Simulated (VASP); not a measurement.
# Tl (P6_3/mmc) in VASP: notebook

The runs below take Tl through single point, relaxation of cell and atoms, with LDA.

Everything below comes from runs of VASP 6.6.1. Logs are shortened: lines on timing, memory, paths and dates and some standing lists are left out, and cuts for length are marked.

## (1) The cell of the first run

The structure is hexagonal, space group P6_3/mmc (No. 194). Conventional cell: a = 3.174 Å, b = 3.174 Å, c = 5.370 Å, α = 90.00°, β = 90.00°, γ = 120.00°. Tl (site symmetry -6m2) has 12 Tl at 3.17 to 3.25 Å within 4.2 Å.

## (2) Single point, LDA

Contents of INCAR:

```
SYSTEM = Tl
PREC = Accurate
ENCUT = 520
EDIFF = 1E-6
ISMEAR = -1
SIGMA = 0.05
LREAL = .False.
LASPH = .True.
NELM = 80
ALGO = Normal
ISIF = 2
LWAVE = .False.
LCHARG = .False.
NBANDS = 20
```

Contents of KPOINTS:

```
Automatic mesh
0
Gamma
  9 9 5
  0 0 0
```

Contents of POSCAR:

```
Tl
1.0
    3.1744875976      0.0000000000      0.0000000000
   -1.5872437988      2.7491869035      0.0000000000
    0.0000000000      0.0000000000      5.3696887522
Tl
2
Direct
    0.6666666667      0.3333333333      0.7500000000
    0.3333333333      0.6666666667      0.2500000000
```

Potentials or basis: VASP PAW LDA potentials, release 64 (Tl_d).

The run is started by

```sh
cat potpaw_LDA.64/Tl_d/POTCAR > POTCAR
mpirun -np 1 vasp_std > vasp.out
```

OUTCAR:

```text
SYSTEM = Tl
   PREC = Accurate
   ENCUT = 520
   EDIFF = 1E-6
   ISMEAR = -1
   LREAL = .False.
   LASPH = .True.
   NELM = 80
   ISIF = 2

 ion  position               nearest neighbor table
   1  0.667  0.333  0.750-   2 3.25   2 3.25   2 3.25   2 3.25   2 3.25   2 3.25
   2  0.333  0.667  0.250-   1 3.25   1 3.25   1 3.25   1 3.25   1 3.25   1 3.25

  LATTYP: Found a hexagonal cell.
 ALAT       =     3.1744875976
 C/A-ratio  =     1.6915135395

  Lattice vectors:

 A1 = (   3.1744875976,   0.0000000000,   0.0000000000)
 A2 = (  -1.5872437988,   2.7491869035,   0.0000000000)
 A3 = (   0.0000000000,   0.0000000000,   5.3696887522)

Analysis of symmetry for initial positions (statically):
=====================================================================
 Subroutine PRICEL returns:
 Original cell was already a primitive cell.

 Routine SETGRP: Setting up the symmetry group for a
 hexagonal supercell.

 Subroutine GETGRP returns: Found 24 space group operations
 (whereof 12 operations were pure point group operations)
 out of a pool of 24 trial point group operations.

The static configuration has the point symmetry D_3d.
 The point group associated with its full space group is D_6h.

Analysis of symmetry for dynamics (positions and initial velocities):
=====================================================================
 Subroutine PRICEL returns:
 Original cell was already a primitive cell.

 Routine SETGRP: Setting up the symmetry group for a
 hexagonal supercell.

 Subroutine GETGRP returns: Found 24 space group operations
 (whereof 12 operations were pure point group operations)
 out of a pool of 24 trial point group operations.

The dynamic configuration has the point symmetry D_3d.
 The point group associated with its full space group is D_6h.

 Subroutine INISYM returns: Found 24 space group operations
 (whereof 12 operations are pure point group operations),
 and found     1 'primitive' translations

----------------------------------------------------------------------------------------

                                     Primitive cell

  volume of cell :      46.8627

  direct lattice vectors                    reciprocal lattice vectors
     3.174487598  0.000000000  0.000000000     0.315011469  0.181871956  0.000000000
    -1.587243799  2.749186904  0.000000000     0.000000000  0.363743912  0.000000000
     0.000000000  0.000000000  5.369688752     0.000000000  0.000000000  0.186230533

  length of vectors
     3.174487598  3.174487598  5.369688752     0.363743912  0.363743912  0.186230533

  position of ions in fractional coordinates (direct lattice)
     0.666666667  0.333333333  0.750000000
     0.333333333  0.666666667  0.250000000

  ion indices of the primitive-cell ions
   primitive index   ion index
                 1           1
                 2           2

----------------------------------------------------------------------------------------

 KPOINTS: Automatic mesh

Automatic generation of k-mesh.
 Grid dimensions read from file:
 generate k-points for:    9    9    5

 Generating k-lattice:

  Cartesian coordinates                     Fractional coordinates (reciprocal lattice)
     0.035001274  0.020207995  0.000000000     0.111111111  0.000000000  0.000000000
     0.000000000  0.040415990  0.000000000     0.000000000  0.111111111  0.000000000
     0.000000000  0.000000000  0.037246107     0.000000000  0.000000000  0.200000000

  Length of vectors
     0.040415990  0.040415990  0.037246107

  Shift w.r.t. Gamma in fractional coordinates (k-lattice)
     0.000000000  0.000000000  0.000000000

 Subroutine IBZKPT returns following result:
 ===========================================

 Found     36 irreducible k-points:

 Following reciprocal coordinates:
            Coordinates               Weight
  0.000000  0.000000  0.000000      1.000000
  0.111111  0.000000  0.000000      6.000000
  0.222222  0.000000  0.000000      6.000000
  0.333333  0.000000  0.000000      6.000000
  0.444444  0.000000  0.000000      6.000000
[... 47 lines left out ...]
      2      -3.3590      2.00000
      3      -3.2382      2.00000
      4      -3.2382      2.00000
      5      -3.1620      2.00000
      6      -3.1620      2.00000
[... 12 lines left out ...]
     19      21.1972      0.00000
     20      21.1972      0.00000

 k-point     2 :       0.1111    0.0000    0.0000
  band No.  band energies     occupation
      1      -3.6816      2.00000
      2      -3.3580      2.00000
      3      -3.2278      2.00000
      4      -3.1711      2.00000
      5      -3.1440      2.00000
      6      -3.0733      2.00000
[... 12 lines left out ...]
     19      21.6244      0.00000
     20      21.6678      0.00000

 k-point     3 :       0.2222    0.0000    0.0000
  band No.  band energies     occupation
      1      -3.6454      2.00000
      2      -3.3657      2.00000
      3      -3.2466      2.00000
      4      -3.1718      2.00000
      5      -3.0379      2.00000
      6      -3.0062      2.00000
[... 12 lines left out ...]
     19      20.7731      0.00000
     20      20.9877      0.00000

 k-point     4 :       0.3333    0.0000    0.0000
  band No.  band energies     occupation
      1      -3.7776      2.00000
      2      -3.5082      2.00000
      3      -3.4191      2.00000
      4      -3.1283      2.00000
      5      -3.0591      2.00000
      6      -2.9333      2.00000
[... 12 lines left out ...]
     19      19.2096      0.00000
     20      19.8415      0.00000

 k-point     5 :       0.4444    0.0000    0.0000
  band No.  band energies     occupation
      1      -3.8759      2.00000
      2      -3.6043      2.00000
      3      -3.5774      2.00000
      4      -3.1831      2.00000
      5      -3.0132      2.00000
      6      -2.9515      2.00000
[... 12 lines left out ...]
     19      18.6205      0.00000
     20      19.2539      0.00000
[... 353 lines left out ...]
      6      -2.7976      2.00000
[... 12 lines left out ...]
     19      19.2049      0.00000
     20      20.4310      0.00000

 k-point    22 :       0.2222    0.2222    0.2000
  band No.  band energies     occupation
      1      -3.5227      2.00000
      2      -3.4417      2.00000
      3      -3.3454      2.00000
      4      -3.3018      2.00000
      5      -3.0859      2.00000
      6      -2.9480      2.00000
[... 12 lines left out ...]
     19      18.4757      0.00000
     20      21.3970      0.00000

 k-point    23 :       0.3333    0.2222    0.2000
  band No.  band energies     occupation
      1      -3.5713      2.00000
      2      -3.4805      2.00000
      3      -3.3210      2.00000
      4      -3.2547      2.00000
      5      -3.1573      2.00000
      6      -2.8634      2.00000
[... 12 lines left out ...]
     19      17.6728      0.00000
     20      22.7568      0.00000

 k-point    24 :       0.3333    0.3333    0.2000
  band No.  band energies     occupation
      1      -3.5237      2.00000
      2      -3.3693      2.00000
      3      -3.3693      2.00000
      4      -3.0646      2.00000
      5      -3.0502      2.00000
      6      -3.0502      2.00000
[... 12 lines left out ...]
     19      16.6068      0.00000
     20      23.9480      0.00000

 [... further k-points ...]
[... 5 lines left out ...]
  --------------------------------------------------------------------------------------
  -------------------------------------------------------------------------------------
  Total        2.9857110      2.9857110      2.9918224     -0.0000000     -0.0000000      0.0000000
  in kB      102.0778081    102.0778081    102.2867507     -0.0000000     -0.0000000      0.0000000
  external PRESSURE =     102.1474557 kB  Pullay stress =       0.0000000 kB

 VOLUME and BASIS-vectors are now :
 -----------------------------------------------------------------------------
  energy-cutoff  :      520.00
  volume of cell :       46.86
      direct lattice vectors                 reciprocal lattice vectors
     3.174487598  0.000000000  0.000000000     0.315011469  0.181871956  0.000000000
    -1.587243799  2.749186904  0.000000000     0.000000000  0.363743912  0.000000000
     0.000000000  0.000000000  5.369688752     0.000000000  0.000000000  0.186230533

 POSITION                                       TOTAL-FORCE (eV/Angst)
 -----------------------------------------------------------------------------------
      1.58724      0.91640      4.02727         0.000000     -0.000000      0.000000
     -0.00000      1.83279      1.34242        -0.000000      0.000000      0.000000
 -----------------------------------------------------------------------------------
    total drift:                               -0.000000      0.000000      0.000000

  FREE ENERGIE OF THE ION-ELECTRON SYSTEM (eV)
  ---------------------------------------------------
  free  energy   TOTEN  =        -5.6406490339 eV

  energy  without entropy=       -5.6299000533  energy(sigma->0) =       -5.63527454
```

It took 19 s on 1 thread of Intel Xeon Platinum 8175M at 2.50GHz (Skylake/Cascade Lake), shared host; peak memory 0.15 GiB.

Results:

```
Free energy            : -5.6406 eV
Pressure               : 10.2 GPa
Band gap on the k mesh : zero (bands 13 and 14 overlap by 4.22 eV)
```

Levels at points of the mesh, in eV from the Fermi level:
| k point | band 10 | band 11 | band 12 | band 13 | band 14 | band 15 | band 16 | band 17 |
| --- | --- | --- | --- | --- | --- | --- | --- | --- |
| (0.00, 0.00, 0.00) | -11.21 | -11.21 | -5.71 | -4.06 | 10.07 | 10.07 | 10.63 | 10.93 |

Caveat: the cell stands under pressure; spin-orbit coupling is left out, which moves the levels of the heavy elements.

## (3) Single point, LDA

This run uses another cell than the first one, of 24.94 Å³/atom.

Contents of INCAR:

```
PREC = Accurate
ENCUT = 520
EDIFF = 1E-7
ISMEAR = -1
SIGMA = 0.05
LREAL = F
LASPH = T
NELM = 100
ALGO = Normal
ISIF = 2
LWAVE = F
LCHARG = T
GGA = CA
LELF = T
LVHAR = T
NBANDS = 20
```

Contents of KPOINTS:

```
Automatic mesh
0
Gamma
  9 9 5
```

Contents of POSCAR:

```
Tl
1.0
    3.2420075781      0.0000000000      0.0000000000
   -1.6210037891      2.8076609219      0.0000000000
    0.0000000000      0.0000000000      5.4792576385
Tl
2
Direct
    0.6666666667      0.3333333333      0.7500000000
    0.3333333333      0.6666666667      0.2500000000
```

Potentials or basis: VASP PAW LDA potentials, release 64 (Tl_d).

The run is started by

```sh
cat potpaw_LDA.64/Tl_d/POTCAR > POTCAR
mpirun -np 1 vasp_std > vasp.out
```

It took 23 s on 1 thread of Intel Xeon Platinum 8175M at 2.50GHz (Skylake/Cascade Lake), shared host; peak memory 0.16 GiB.

Results (log left out):

| Property | Result |
| --- | --- |
| Free energy | -5.7838 eV |
| Pressure | 5.1 GPa |
| Band gap on the k mesh | zero (bands 13 and 14 overlap by 3.93 eV) |

Levels at points of the mesh, in eV from the Fermi level:
```tsv
k point	band 9	band 10	band 11	band 12	band 13	band 14	band 15	band 16	band 17	band 18
(0.00, 0.00, 0.00)	-11.15	-11.15	-11.13	-5.69	-3.71	9.59	9.59	10.35	10.89	11.84
```

Caveat: the cell stands under pressure; spin-orbit coupling is left out, which moves the levels of the heavy elements.

## (4) Single point, LDA

This run uses another cell than the first one, of 26.21 Å³/atom.

Contents of INCAR:

```
ALGO = Normal
EDIFF = 1E-7
ENCUT = 520
ISIF = 2
ISMEAR = -1
LASPH = T
LCHARG = F
LREAL = F
LWAVE = F
NBANDS = 20
NELM = 100
PREC = Accurate
SIGMA = 0.05
```

Contents of KPOINTS:

```
k-points
0
Gamma
  9 9 5
```

Contents of POSCAR:

```
Tl
1.0
    3.2957423613      0.0000000000      0.0000000000
   -1.6478711806      2.8541966092      0.0000000000
    0.0000000000      0.0000000000      5.5716528446
Tl
2
Direct
    0.6666666667      0.3333333333      0.7500000000
    0.3333333333      0.6666666667      0.2500000000
```

The run is started by

```sh
cat potpaw_LDA.64/Tl_d/POTCAR > POTCAR
mpirun -np 1 vasp_std > vasp.out
```

Wall time 35 s (1 thread of Intel Xeon Platinum 8175M at 2.50GHz (Skylake/Cascade Lake), shared host); peak memory 0.16 GiB.

The run converged. Its results:

* Free energy: -5.8414 eV
* Pressure: 2.1 GPa
* Band gap on the k mesh: zero (bands 13 and 14 overlap by 3.70 eV)

Levels at points of the mesh, in eV from the Fermi level:
| k point | band 11 | band 12 | band 13 | band 14 | band 15 | band 16 |
| --- | --- | --- | --- | --- | --- | --- |
| (0.00, 0.00, 0.00) | -10.72 | -5.69 | -3.45 | 9.23 | 9.23 | 10.06 |

Caveat: spin-orbit coupling is left out, which moves the levels of the heavy elements.

## (5) Relaxation of cell and atoms, LDA, target pressure 2 GPa, at which the enthalpy is minimised

This run uses another cell than the first one, of 28.57 Å³/atom.

Contents of INCAR:

```
SYSTEM = Tl
PREC = Accurate ; ENCUT = 600
EDIFF = 1E-6 ; ISMEAR = -1
SIGMA = 0.05 ; LREAL = .False.
LASPH = .True. ; NELM = 100
ALGO = Normal ; ISIF = 3
LWAVE = .False. ; LCHARG = .False.
IBRION = 2 ; NSW = 60
EDIFFG = -0.01 ; PSTRESS = 20.0
```

Contents of KPOINTS:

```
regular mesh
0
Gamma
  9 9 5
  0 0 0
```

Contents of POSCAR:

```
Tl
1.0
    3.4560000000      0.0000000000      0.0000000000
   -1.7280000000      2.9929837955      0.0000000000
    0.0000000000      0.0000000000      5.5250000000
Tl
2
Direct
    0.6666666667      0.3333333333      0.7500000000
    0.3333333333      0.6666666667      0.2500000000
```

The run is started by

```sh
cat potpaw_LDA.64/Tl_d/POTCAR > POTCAR
mpirun -np 1 vasp_std > vasp.out
```

Run time: 3.1 min. Hardware: 1 thread of Intel Xeon Platinum 8175M at 2.50GHz (Skylake/Cascade Lake), shared host; peak memory 0.19 GiB.

The run converged. Its results:

- Free energy: -5.8441 eV
- Relaxed volume: 26.29 Å³/atom
- Relaxed cell: a = 3.301 Å, b = 3.301 Å, c = 5.574 Å, α = 90.00°, β = 90.00°, γ = 120.00°
- Space group after relaxing (to 0.1 Å): P6_3/mmc (No. 194)
- Energy change on relaxing (the run minimises the enthalpy): -3.2 meV/atom
- Ionic steps: 10
- Pressure after relaxing: 2.0 GPa
- Band gap on the k mesh: zero (bands 13 and 14 overlap by 3.69 eV)

The path:
| step | energy change (eV) | largest force (eV/Å) | pressure (GPa) | volume (Å³) |
| --- | --- | --- | --- | --- |
| 1 | 0.0000 | 0.0000 | -1.43 | 57.15 |
| 2 | 0.0072 | 0.0000 | 2.51 | 52.23 |
| 3 | 0.0022 | 0.0000 | 2.12 | 52.60 |
| 4 | -0.0012 | 0.0000 | 2.10 | 52.57 |
| 5 | -0.0044 | 0.0000 | 2.16 | 52.43 |
| 6 | -0.0048 | 0.0000 | 2.13 | 52.46 |
| 7 | -0.0047 | 0.0000 | 2.14 | 52.45 |
| 8 | -0.0047 | 0.0000 | 2.14 | 52.45 |
| 9 | -0.0080 | 0.0000 | 1.86 | 52.72 |
| 10 | -0.0065 | 0.0000 | 2.00 | 52.59 |

Final structure:
```
Tl
1.0
     3.30056    0.00000    0.00000
    -1.65028    2.85837    0.00000
     0.00000    0.00000    5.57403
Tl
2
Cartesian
  1.6503 0.9528 4.1805
  0.0000 1.9056 1.3935
```

Levels at points of the mesh, in eV from the Fermi level:
```
           k point  band 11  band 12  band 13  band 14  band 15  band 16
(0.00, 0.00, 0.00)   -10.70    -5.68    -3.43     9.19     9.19    10.06
```

Caveat: the cell is relaxed towards a set pressure, so the run minimises the enthalpy, not the energy; spin-orbit coupling is left out, which moves the levels of the heavy elements.

## (6) Relaxation of cell and atoms, LDA, target pressure 5 GPa, at which the enthalpy is minimised

This run uses another cell than the first one, of 28.57 Å³/atom.

Contents of INCAR:

```
PREC = Accurate
ENCUT = 600
EDIFF = 1E-6
ISMEAR = -1
SIGMA = 0.05
LREAL = F
LASPH = T
NELM = 60
ALGO = Fast
ISIF = 3
LWAVE = F
LCHARG = F
IBRION = 2
NSW = 60
EDIFFG = -0.01
PSTRESS = 50.0
```

Contents of KPOINTS:

```
Automatic mesh
0
Gamma
  9 9 5
```

POSCAR is that of step 5.

Potentials or basis: VASP PAW LDA potentials, release 64 (Tl_d).

The run is started by

```sh
cat potpaw_LDA.64/Tl_d/POTCAR > POTCAR
mpirun -np 1 vasp_std > vasp.out
```

Run time: 3.9 min. Hardware: 1 thread of Intel Xeon Platinum 8175M at 2.50GHz (Skylake/Cascade Lake), shared host; peak memory 0.19 GiB.

Results (log left out):

```
Free energy                                                : -5.7903 eV
Relaxed volume                                             : 25.03 Å³/atom
Relaxed cell                                               : a = 3.246 Å, b = 3.246 Å, c = 5.487 Å, α = 90.00°, β = 90.00°, γ = 120.00°
Space group after relaxing (to 0.1 Å)                      : P6_3/mmc (No. 194)
Energy change on relaxing (the run minimises the enthalpy) : +23.6 meV/atom
Ionic steps                                                : 9
Pressure after relaxing                                    : 5.0 GPa
Band gap on the k mesh                                     : zero (bands 13 and 14 overlap by 3.91 eV)
```

The path:
| step | energy change (eV) | largest force (eV/Å) | pressure (GPa) | volume (Å³) |
| --- | --- | --- | --- | --- |
| 1 | 0.0000 | 0.0000 | -1.45 | 57.15 |
| 2 | 0.1355 | 0.0000 | 8.01 | 48.15 |
| 3 | 0.0583 | 0.0000 | 5.09 | 50.08 |
| 4 | 0.0543 | 0.0000 | 5.10 | 50.03 |
| 5 | 0.0555 | 0.0000 | 5.29 | 49.84 |
| 6 | 0.0523 | 0.0000 | 5.19 | 49.91 |
| 7 | 0.0527 | 0.0000 | 5.20 | 49.90 |
| 8 | 0.0430 | 0.0000 | 4.70 | 50.20 |
| 9 | 0.0473 | 0.0000 | 4.99 | 50.06 |

Final structure:
```xyz
2
Lattice="3.2459 0.0000 0.0000 -1.6230 2.8111 0.0000 0.0000 0.0000 5.4868" Properties=species:S:1:pos:R:3 pbc="T T T"
Tl    1.6230    0.9370    4.1151
Tl    0.0000    1.8740    1.3717
```

Levels at points of the mesh, in eV from the Fermi level:
```tsv
k point	band 10	band 11	band 12	band 13	band 14	band 15	band 16	band 17
(0.00, 0.00, 0.00)	-11.14	-11.10	-5.69	-3.69	9.56	9.56	10.32	10.89
```

Caveat: the cell is relaxed towards a set pressure, so the run minimises the enthalpy, not the energy; spin-orbit coupling is left out, which moves the levels of the heavy elements. Zero-point motion and thermal expansion aren't in these numbers.

## (7) The runs side by side

```csv
task,cell,cutoff (eV),gap on the mesh (eV),pressure (GPa)
single point,"a = 3.174, b = 3.174, c = 5.370 Å, angles 90.0, 90.0, 120.0°, 2 atoms",520,none,10.2
single point,"a = 3.242, b = 3.242, c = 5.479 Å, angles 90.0, 90.0, 120.0°, 2 atoms",520,none,5.1
single point,"a = 3.296, b = 3.296, c = 5.572 Å, angles 90.0, 90.0, 120.0°, 2 atoms",520,none,2.1
relaxation of cell and atoms,"relaxed to 2 GPa from a = 3.456, b = 3.456, c = 5.525 Å, angles 90.0, 90.0, 120.0°, 2 atoms",600,none,2.0
relaxation of cell and atoms,"relaxed to 5 GPa from a = 3.456, b = 3.456, c = 5.525 Å, angles 90.0, 90.0, 120.0°, 2 atoms",600,none,5.0
```

Alike in all rows: level LDA; potentials or basis VASP PAW LDA potentials, release 64 (Tl_d); no spin polarisation; k mesh 9 × 9 × 5; smearing fermi-dirac 0.05 eV.

Caveats: spin-orbit coupling is left out, which moves the levels of the heavy elements; the cell stands under pressure (at least some runs); the cell is relaxed towards a set pressure, so the run minimises the enthalpy, not the energy (at least some runs).

Total energies depend on the potentials used, so only differences within one code and one set of settings carry meaning.
